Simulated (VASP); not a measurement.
A run of VASP 6.6.1 is set up as follows.

Contents of INCAR:

```
  PREC = Accurate
  ENCUT = 450
  EDIFF = 1E-7
  ISMEAR = 0
  SIGMA = 0.05
  LREAL = False
  LASPH = True
  NELM = 120
  ALGO = Normal
  ISIF = 2
  LWAVE = False
  LCHARG = False
  GGA = PE
  IBRION = 2
  NSW = 70
  EDIFFG = -0.02
  NELECT = 106.0
  GGA_COMPAT = False
  NELMIN = 4
```

Contents of KPOINTS:

```
regular mesh
0
Gamma
  4 4 4
```

File POSCAR:

```
Na7Cl8
1.0
   -5.6955747870      0.0000000000      5.6955747870
   -5.6955747870     -5.6955747870      0.0000000000
    0.0000000000     -5.6955747870      5.6955747870
Na Cl
7 8
Direct
    0.0000000000      0.0000000000      0.5000000000
    0.0000000000      0.5000000000      0.0000000000
    0.0000000000      0.0000000000      0.0000000000
    0.5000000000      0.5000000000      0.5000000000
    0.5000000000      0.0000000000      0.5000000000
    0.5000000000      0.5000000000      0.0000000000
    0.5000000000      0.0000000000      0.0000000000
    0.2500000000      0.7500000000      0.2500000000
    0.2500000000      0.2500000000      0.2500000000
    0.2500000000      0.7500000000      0.7500000000
    0.2500000000      0.2500000000      0.7500000000
    0.7500000000      0.7500000000      0.2500000000
    0.7500000000      0.2500000000      0.2500000000
    0.7500000000      0.7500000000      0.7500000000
    0.7500000000      0.2500000000      0.7500000000
```

Potentials or basis: VASP PAW PBE potentials, release 64 (Na_pv, Cl).

Launch:

```bash
$ cat potpaw_PBE.64/Na_pv/POTCAR potpaw_PBE.64/Cl/POTCAR > POTCAR
$ mpirun -np 1 vasp_std > vasp.out
```

Task: Predict the energy gained by relaxing.

Result: 3.4 meV/atom.

Final structure:
```
Na Cl
1.0
    -5.69557    0.00000    5.69557
    -5.69557   -5.69557    0.00000
     0.00000   -5.69557    5.69557
Na Cl
7 8
Direct
  0.00000 0.00000 0.50000
  0.00000 0.50000 0.00000
  0.00000 0.00000 0.00000
  0.50000 0.50000 0.50000
  0.50000 0.00000 0.50000
  0.50000 0.50000 0.00000
  0.50000 0.00000 0.00000
  0.25639 0.75639 0.24361
  0.25639 0.24361 0.24361
  0.25000 0.75000 0.75000
  0.25639 0.24361 0.75639
  0.74361 0.75639 0.24361
  0.75000 0.25000 0.25000
  0.74361 0.75639 0.75639
  0.74361 0.24361 0.75639
```

Caveat: the cell carries a net charge on a neutralising background, which shifts energy and pressure; the cell differs from its parent crystal (atoms taken out).
